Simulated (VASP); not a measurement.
Ir, 1 atom in the cell. It takes space group Im-3m (No. 229, cubic). Conventional cell: a = 3.112 Å, b = 3.112 Å, c = 3.112 Å, α = 90.00°, β = 90.00°, γ = 90.00°. Ir (site symmetry m-3m) has 14 Ir at 2.69 to 3.11 Å within 3.6 Å. 

```yaml
Program: VASP 6.6.1
Task: single point
Functional: PBE
Potentials_or_basis: VASP PAW PBE potentials, release 64 (Ir)
Cutoff: 500 eV
k_mesh: 16 × 16 × 16
Occupations: fermi-dirac, width 0.1 eV
Spin: no spin polarisation
Dipole_correction: no
Further_INCAR_settings: ALGO = Normal; EDIFF = 1e-06; NBANDS = 10
```

Potentials or basis: VASP PAW PBE potentials, release 64 (Ir).

The run is started by

```console
$ cat potpaw_PBE.64/Ir/POTCAR > POTCAR
$ mpirun -np 1 vasp_std > vasp.out
```

Hardware: 1 thread of Intel Xeon 8259CL (shared host).

Problem. Estimate the wall time of this run.

Solution. Run time: 36 s on 1 thread of Intel Xeon 8259CL, on a shared host, peak memory 0.14 GiB. Counts: scf iterations 12, k points 145.
